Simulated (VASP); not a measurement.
Here is a VASP 6.6.1 calculation.

File INCAR:

```
SYSTEM = BaF2
PREC     = Accurate       ! precision mode
ENCUT    = 600            ! plane-wave cutoff, eV
EDIFF    = 1E-6           ! SCF threshold, eV
ISMEAR   = 0              ! smearing method
SIGMA    = 0.01           ! smearing width, eV
LREAL    = .False.        ! projectors in reciprocal space
LASPH    = .True.         ! aspherical terms in the spheres
NELM     = 120            ! most SCF steps
ALGO     = Normal         ! electronic algorithm
ISIF     = 2              ! what is computed and relaxed
LWAVE    = .False.        ! write WAVECAR
LCHARG   = .True.         ! write CHGCAR
GGA      = PE             ! functional
LELF     = .True.         ! ELF
LVHAR    = .True.       
NBANDS   = 19             ! bands
GGA_COMPAT= .False.
```

KPOINTS

```
regular mesh
0
Gamma
  4 4 4
  0 0 0
```

The input POSCAR:

```
BaF2
1.0
    0.0000000000      3.0446568408      3.0446568408
    3.0446568408      0.0000000000      3.0446568408
    3.0446568408      3.0446568408      0.0000000000
Ba F
1 2
Direct
    0.0000000000      0.0000000000      0.0000000000
    0.2500000000      0.2500000000      0.2500000000
    0.7500000000      0.7500000000      0.7500000000
```

Potentials or basis: VASP PAW PBE potentials, release 64 (Ba_sv, F).

Command:

```sh
$ cat potpaw_PBE.64/Ba_sv/POTCAR potpaw_PBE.64/F/POTCAR > POTCAR
$ mpirun -np 1 vasp_std > vasp.out
```

**Question.** What does it give for the pressure?

**Answer.** 6.3 GPa.

**Question.** Predict the band gap on the k mesh.

**Answer.** 7.00 eV, indirect (least direct gap 7.11 eV).

Caveat: the k points lie up to 0.45 Å⁻¹ apart; spin-orbit coupling is left out, which moves the levels of the heavy elements. A k mesh can miss the band edges.
